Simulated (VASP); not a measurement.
# C (C2/m) in VASP: notebook, part 2 of 2

VASP 6.6.1.

### Step 3. Single point, PBE

The input, INCAR:

```
SYSTEM = C
PREC = Accurate
ENCUT = 520
EDIFF = 1E-6
ISMEAR = 0
SIGMA = 0.15
LREAL = .False.
LASPH = .True.
NELM = 80
ALGO = Normal
ISIF = 2
LWAVE = .False.
LCHARG = .False.
GGA = PE
NBANDS = 16
```

The input, KPOINTS:

```
regular mesh
0
Gamma
  18 18 6
  0 0 0
```

The input, POSCAR:

```
C
1.0
    1.2332770792     -2.1360444277      0.0000000000
    1.2332770792      2.1360444277      0.0000000000
    0.0000000000      0.0000000000      8.7070252276
C
4
Direct
    0.1233132961      0.8766867039      0.7208809177
    0.5433524124      0.4566475876      0.2791188696
    0.8766867039      0.1233132961      0.2791190823
    0.4566475876      0.5433524124      0.7208811304
```

Potentials or basis: VASP PAW PBE potentials, release 64 (C).

On the command line:

```sh
$ cat potpaw_PBE.64/C/POTCAR > POTCAR
$ mpirun -np 1 vasp_std > vasp.out
```

OUTCAR:

```text
SYSTEM = C
   PREC = Accurate
   ENCUT = 520
   EDIFF = 1E-6
   ISMEAR = 0
   LREAL = .False.
   LASPH = .True.
   NELM = 80
   ISIF = 2
   GGA = PE

 ion  position               nearest neighbor table
   1  0.123  0.877  0.721-   4 1.42   4 1.42   4 1.42
   2  0.543  0.457  0.279-   3 1.42   3 1.42   3 1.42
   3  0.877  0.123  0.279-   2 1.42   2 1.42   2 1.42
   4  0.457  0.543  0.721-   1 1.42   1 1.42   1 1.42

  LATTYP: Found a base centered orthorhombic cell.
 ALAT       =     2.4665541584
 B/A-ratio  =     1.7320069137
 C/A-ratio  =     3.5300361024

  Lattice vectors:

 A1 = (   1.2332770792,  -2.1360444277,   0.0000000000)
 A2 = (   1.2332770792,   2.1360444277,   0.0000000000)
 A3 = (   0.0000000000,   0.0000000000,   8.7070252276)

Analysis of symmetry for initial positions (statically):
=====================================================================
 Subroutine PRICEL returns:
 Original cell was already a primitive cell.

 Routine SETGRP: Setting up the symmetry group for a
 base centered orthorhombic supercell.

 Subroutine GETGRP returns: Found  4 space group operations
 (whereof  4 operations were pure point group operations)
 out of a pool of  8 trial point group operations.

The static configuration has the point symmetry C_2h.

Analysis of symmetry for dynamics (positions and initial velocities):
=====================================================================
 Subroutine PRICEL returns:
 Original cell was already a primitive cell.

 Routine SETGRP: Setting up the symmetry group for a
 base centered orthorhombic supercell.

 Subroutine GETGRP returns: Found  4 space group operations
 (whereof  4 operations were pure point group operations)
 out of a pool of  8 trial point group operations.

The dynamic configuration has the point symmetry C_2h.

 Subroutine INISYM returns: Found  4 space group operations
 (whereof  4 operations are pure point group operations),
[... 114 lines left out ...]
   EFERMI =   0.00;   METHOD = LEGACY
   ISMEAR =     0;   SIGMA  =   0.15  broadening in eV -4-tet -1-fermi 0-gaus
   EFERMI_NEDOS =   21; number of points for ismear=-14 and -15
   IALGO  =     38    algorithm
   IMIX   =      4    mixing-type and parameters
     AMIX     =   0.40;   BMIX     =  1.00
     AMIX_MAG =   1.60;   BMIX_MAG =  1.00
  volume/ion in A,a.u.               =      11.47        77.39
  Fermi-wavevector in a.u.,A,eV,Ry     =   1.152368  2.177660 18.067889  1.327952
  Thomas-Fermi vector in A             =   2.289020
   LORBIT       =      0    0 simple, 1 ext, 2 COOP (PROOUT), +10 PAW based schemes
   GGA     = PE    functional components
   LHFCALC =     F    Hartree Fock is set to
   AEXX    =    0.0000 exact exchange contribution
   IVDW    =     0    specifies the selected vdW correction
   LEPSILON=     F    determine dielectric tensor
   LRPA    =     F    only Hartree local field effects (RPA)
 non-spin polarized calculation
 Gauss-broadening in eV      SIGMA  =   0.15
  energy-cutoff  :      520.00
  volume of cell :       45.87
 maximum number of plane-waves:      1260
   NGX =  9   NGY =  9   NGZ = 33

 number of electron      16.0000002 magnetization

 Free energy of the ion-electron system (eV)
  ---------------------------------------------------
  ext. energy  EPLUGINS =         0.00000000
  ---------------------------------------------------
  free energy    TOTEN  =       -36.90110694 eV

  energy without entropy =      -36.89968638  energy(sigma->0) =      -36.90039666

 E-fermi :   2.6443     XC(G=0):  -8.5786

 val. band max:        2.6141092692   @ k =   0.3333   0.3333   0.5000
 cond. band min:       2.6736683458   @ k =   0.3333   0.3333   0.5000
 fundamental gap:      0.0595590765
 Fermi energy:         2.6442666694

 k-point     1 :       0.0000    0.0000    0.0000
  band No.  band energies     occupation
      1     -16.8948      2.00000
      2     -16.8426      2.00000
      3      -5.2378      2.00000
      4      -4.6819      2.00000
      5      -0.3990      2.00000
      6      -0.3972      2.00000
[... 433 lines left out ...]
      3      -4.1066      2.00000
      4      -3.5784      2.00000
      5      -3.4045      2.00000
      6      -3.3953      2.00000
[... 8 lines left out ...]
     15      13.1413      0.00000
     16      13.9801      0.00000

 [... further k-points ...]
[... 5 lines left out ...]
  --------------------------------------------------------------------------------------
  -------------------------------------------------------------------------------------
  Total        0.1508413      0.1459350      0.0383325      0.0000000     -0.0035114      0.0000000
  in kB        5.2681742      5.0968188      1.3387735      0.0000000     -0.1226349      0.0000000
  external PRESSURE =       3.9012555 kB  Pullay stress =       0.0000000 kB

 VOLUME and BASIS-vectors are now :
 -----------------------------------------------------------------------------
  energy-cutoff  :      520.00
  volume of cell :       45.87
      direct lattice vectors                 reciprocal lattice vectors
     1.233277079 -2.136044428  0.000000000     0.405423897 -0.234077528  0.000000000
     1.233277079  2.136044428  0.000000000     0.405423897  0.234077528  0.000000000
     0.000000000  0.000000000  8.707025228     0.000000000  0.000000000  0.114849788

 POSITION                                       TOTAL-FORCE (eV/Angst)
 -----------------------------------------------------------------------------------
      1.23328      1.60924      6.27673         0.000000     -0.000322      0.011868
      1.23328     -0.18521      2.43030         0.000000      0.000530     -0.008711
      1.23328     -1.60924      2.43030         0.000000      0.000322     -0.011868
      1.23328      0.18521      6.27673         0.000000     -0.000530      0.008711
 -----------------------------------------------------------------------------------
    total drift:                                0.000000     -0.000000     -0.000000

  FREE ENERGIE OF THE ION-ELECTRON SYSTEM (eV)
  ---------------------------------------------------
  free  energy   TOTEN  =       -36.9011069424 eV

  energy  without entropy=      -36.8996863791  energy(sigma->0) =      -36.90039666
```

OSZICAR:

```text
N       E                     dE             d eps       ncg     rms          rms(c)
DAV:   1     0.473596888718E+02    0.47360E+02   -0.76267E+03 16800   0.893E+02
DAV:   2    -0.355755180484E+02   -0.82935E+02   -0.74674E+02 23288   0.192E+02
DAV:   3    -0.393435225686E+02   -0.37680E+01   -0.37416E+01 22608   0.399E+01
DAV:   4    -0.393864468640E+02   -0.42924E-01   -0.42895E-01 21336   0.511E+00
DAV:   5    -0.393873114233E+02   -0.86456E-03   -0.86443E-03 22344   0.690E-01    0.892E+00
DAV:   6    -0.375372068096E+02    0.18501E+01   -0.13572E+00 20200   0.689E+00    0.523E+00
DAV:   7    -0.368901642329E+02    0.64704E+00   -0.17355E+00 21176   0.786E+00    0.142E+00
DAV:   8    -0.369013407768E+02   -0.11177E-01   -0.70756E-02 20896   0.154E+00    0.207E-01
DAV:   9    -0.369009131492E+02    0.42763E-03   -0.14962E-03 21480   0.265E-01    0.119E-01
DAV:  10    -0.369011225176E+02   -0.20937E-03   -0.11114E-03 20112   0.207E-01    0.581E-02
DAV:  11    -0.369011057427E+02    0.16775E-04   -0.59006E-05 21984   0.571E-02    0.113E-02
DAV:  12    -0.369011072851E+02   -0.15425E-05   -0.59050E-06 20472   0.197E-02    0.346E-03
DAV:  13    -0.369011069424E+02    0.34273E-06   -0.68765E-07 17448   0.721E-03
   1 F= -.36901107E+02 E0= -.36900397E+02  d E =-.142056E-02
```

Run time: 2.6 min. Hardware: 1 thread of Intel Xeon 6975P-C (Granite Rapids), shared host; peak memory 0.36 GiB.

Results:

| Property | Result |
| --- | --- |
| Free energy | -36.9011 eV |
| Pressure | 0.4 GPa |
| Largest force | 0.012 eV/Å |

Forces in eV/Å, atoms in the order of the input:
```
C    0.000  0.000  0.012
C    0.000  0.001 -0.009
C    0.000  0.000 -0.012
C    0.000 -0.001  0.009
```

Caveat: this functional lacks dispersion, which binds the layers, so the pressure and a relaxed spacing across them are unreliable.

### Step 4. Single point, PBE

The input, INCAR:

```
PREC = Accurate
ENCUT = 520
EDIFF = 1E-7
ISMEAR = 0
SIGMA = 0.15
LREAL = False
LASPH = True
NELM = 60
ALGO = Normal
ISIF = 2
LWAVE = False
LCHARG = True
GGA = PE
LELF = True
LVHAR = True
NBANDS = 16
```

The input, KPOINTS:

```
regular mesh
0
Gamma
  18 18 6
```

The input, POSCAR:

```
C
1.0
    1.2332770792     -2.1360444277      0.0000000000
    1.2332770792      2.1360444277      0.0000000000
    0.0000000000      0.0000000000      8.7070252276
C
4
Direct
    0.1033231037      0.8966768963      0.7306891428
    0.5633426619      0.4366573381      0.2693107509
    0.8966768963      0.1033231037      0.2693108572
    0.4366573381      0.5633426619      0.7306892491
```

On the command line:

```sh
$ cat potpaw_PBE.64/C/POTCAR > POTCAR
$ mpirun -np 1 vasp_std > vasp.out
```

It took 3.8 min on 1 thread of Intel Xeon 6975P-C (Granite Rapids), shared host; peak memory 0.36 GiB.

The run converged. Its results:

```yaml
Free_energy: -36.9036 eV
Pressure: 0.4 GPa
Largest_force: 0.006 eV/Å
```

Forces in eV/Å, atoms in the order of the input:
```
C    0.000  0.000  0.006
C    0.000  0.000 -0.005
C    0.000  0.000 -0.006
C    0.000  0.000  0.005
```

Stress tensor (GPa, compression positive):
```
0.54 0.00 0.00
0.00 0.53 0.00
0.00 0.00 0.02
```

Caveat: this functional lacks dispersion, which binds the layers, so the pressure and a relaxed spacing across them are unreliable.

### Step 5. Single point, PBE

The input, INCAR:

```
ALGO = Normal
EDIFF = 1E-7
ENCUT = 520
GGA = PE
ISIF = 2
ISMEAR = 0
LASPH = True
LCHARG = False
LREAL = False
LWAVE = False
NBANDS = 16
NELM = 60
PREC = Accurate
SIGMA = 0.15
```

The input, KPOINTS:

```
k-points
0
Gamma
  18 18 6
```

The input, POSCAR:

```
C
1.0
    1.2332770792     -2.1360444277      0.0000000000
    1.2332770792      2.1360444277      0.0000000000
    0.0000000000      0.0000000000      8.7070252276
C
4
Direct
    0.1233133532      0.8766866468      0.7404972615
    0.5433524695      0.4566475305      0.2595025258
    0.8766866468      0.1233133532      0.2595027385
    0.4566475305      0.5433524695      0.7404974742
```

On the command line:

```sh
$ cat potpaw_PBE.64/C/POTCAR > POTCAR
$ mpirun -np 1 vasp_std > vasp.out
```

Run time: 2.4 min. Hardware: 1 thread of Intel Xeon 6975P-C (Granite Rapids), shared host; peak memory 0.36 GiB.

Results (log left out):

- Free energy: -36.9049 eV
- Pressure: 0.3 GPa

Forces in eV/Å, atoms in the order of the input:
```
C    0.000  0.000  0.003
C    0.000  0.000 -0.002
C    0.000  0.000 -0.003
C    0.000  0.000  0.002
```

Stress tensor (GPa, compression positive):
```
 0.54  0.00  0.00
 0.00  0.55  0.00
 0.00  0.00 -0.04
```

Caveat: this functional lacks dispersion, which binds the layers, so the pressure and a relaxed spacing across them are unreliable.

### Step 6. Overview

| cell | pressure (GPa) | largest force (eV/Å) |
| --- | --- | --- |
| as given, atomic positions A | 0.4 | 0.01 |
| as given, atomic positions B | 0.4 | 0.01 |
| as given, atomic positions C | 0.4 | 0.01 |
| as given, atomic positions D | 0.3 | - |

Alike in all rows: task single point; level PBE; potentials or basis VASP PAW PBE potentials, release 64 (C); no spin polarisation; k mesh 18 × 18 × 6; cutoff (eV) 520; smearing gaussian 0.15 eV.

Caveats: this functional lacks dispersion, which binds the layers, so the pressure and a relaxed spacing across them are unreliable.

Absolute energies hang on the potentials; compare differences alone.
